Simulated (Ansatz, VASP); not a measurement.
# Al: VASP beside Ansatz

Contents of INCAR:

```
SYSTEM = Al
  PREC = Accurate
  ENCUT = 520
  EDIFF = 1E-7
  ISMEAR = -1
  SIGMA = 0.1
  LREAL = .False.
  LASPH = .True.
  NELM = 60
  ALGO = Normal
  ISIF = 2
  LWAVE = .False.
  LCHARG = .True.
  GGA = PS
  LELF = .True.
  LVHAR = .True.
  NBANDS = 12
```

KPOINTS

```
Automatic mesh
0
Gamma
  9 9 13
  0 0 0
```

Contents of POSCAR:

```
Al
1.0
    4.4293773484      0.0000000000      0.0000000000
   -2.2146886742      3.8359533066      0.0000000000
    0.0000000000      0.0000000000      2.7356784779
Al
3
Direct
    0.0000000000      1.0000000000      0.0000000000
    0.3333333333      0.6666666667      0.5000000000
    0.6666666667      0.3333333333      0.5000000000
```

Input for Ansatz:

```yaml
crystal:
  lattice:
    - [4.4293773484, 0.0, 0.0]
    - [-2.2146886742, 3.8359533066, 0.0]
    - [0.0, 0.0, 2.7356784779]
  atoms:
    - { symbol: Al, position: [0.0, 1.0, 0.0] }
    - { symbol: Al, position: [0.3333333333, 0.6666666667, 0.5] }
    - { symbol: Al, position: [0.6666666667, 0.3333333333, 0.5] }
hamiltonian:
  xc: pbesol
  pseudopotentials:
    kind: paw
    azcp:
      Al: "pseudopotentials/Al.paw.azcp"
basis:
  ecutwfc: 420
  fft_grid_basis: typed
kpoints:
  mp_grid: { grid: [9, 9, 13], shift: [0, 0, 0] }
magnetization:
  spin_polarized: false
scf:
  occupations: { method: fermi_dirac, width: 0.1 }
  lower_state_search: "off"
output:
  stress: true
```

Alike in both runs: task single point; functional PBEsol; k mesh 9 × 9 × 13; occupations fermi-dirac, width 0.1 eV; no spin polarisation.

|  | VASP | Ansatz |
| --- | --- | --- |
| version | VASP 6.6.1 | Ansatz 0.2.0 |
| potentials or method | VASP PAW PBE potentials, release 64 (Al), cutoff 520 eV | plane waves (420 eV) with PAW, scalar-relativistic |
| valence electrons in the cell | 9 | 9 |

|  | VASP | Ansatz | Ansatz less VASP |
| --- | --- | --- | --- |
| pressure (GPa) | 7.2 | 7.1 | -0.09 |
| traceless stress, the component that is largest in VASP (GPa) | -2.44 | -2.44 | +0.007 |

VASP's potentials were made for PBE, not for PBEsol, and Ansatz warns of the same on its side. The functional is the same, so the differences come from potentials, cutoffs and numerics.
